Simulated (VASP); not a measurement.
Set up this calculation in VASP 6.6.1, as the native input.

- Task: single point
- Functional: PBE
- Potentials or basis: VASP PAW PBE potentials, release 64 (Zn, F)
- Cutoff: 600 eV
- k mesh: 4 × 4 × 6
- Occupations: gaussian, width 0.01 eV
- Spin: no spin polarisation
- Dipole correction: no
- Further INCAR settings: ALGO = Normal; EDIFF = 1e-06; NBANDS = 35

The structure of ZnF2 lies in POSCAR:

```
ZnF2
1.0
    4.7026857201      0.0000000000      0.0000000000
    0.0000000000      4.7026857201      0.0000000000
    0.0000000000      0.0000000000      3.1106541027
Zn F
2 4
Direct
    0.0000000000      0.0000000000      0.0000000000
    0.5000000000      0.5000000000      0.5000000000
    0.3043954841      0.3043954841      0.0000000000
    0.1956045159      0.8043954841      0.5000000000
    0.8043954841      0.1956045159      0.5000000000
    0.6956045159      0.6956045159      0.0000000000
```

These files were run (other wordings do the same):

INCAR

```
SYSTEM = ZnF2
ALGO = Normal
EDIFF = 1E-6
ENCUT = 600
GGA = PE
GGA_COMPAT = .False.
ISIF = 2
ISMEAR = 0
LASPH = .True.
LCHARG = .False.
LREAL = .False.
LWAVE = .False.
NBANDS = 35
NELM = 120
PREC = Accurate
SIGMA = 0.01
```

KPOINTS

```
k-points
0
Gamma
  4 4 6
  0 0 0
```

Potentials or basis: VASP PAW PBE potentials, release 64 (Zn, F).

The run is started by

```sh
$ cat potpaw_PBE.64/Zn/POTCAR potpaw_PBE.64/F/POTCAR > POTCAR
$ mpirun -np 1 vasp_std > vasp.out
```

Results of the run:

The pressure is 8.0 GPa, the largest force is 0.139 eV/Å and the band gap on the k mesh is 3.56 eV.

Caveat: the cell stands under pressure; the structure was generated, so it needn't be the stable form of ZnF2.

Run time: 31 s on 1 thread of Intel(R) Xeon(R) 6975P-C (Granite Rapids) (shared host), peak memory 0.22 GiB.
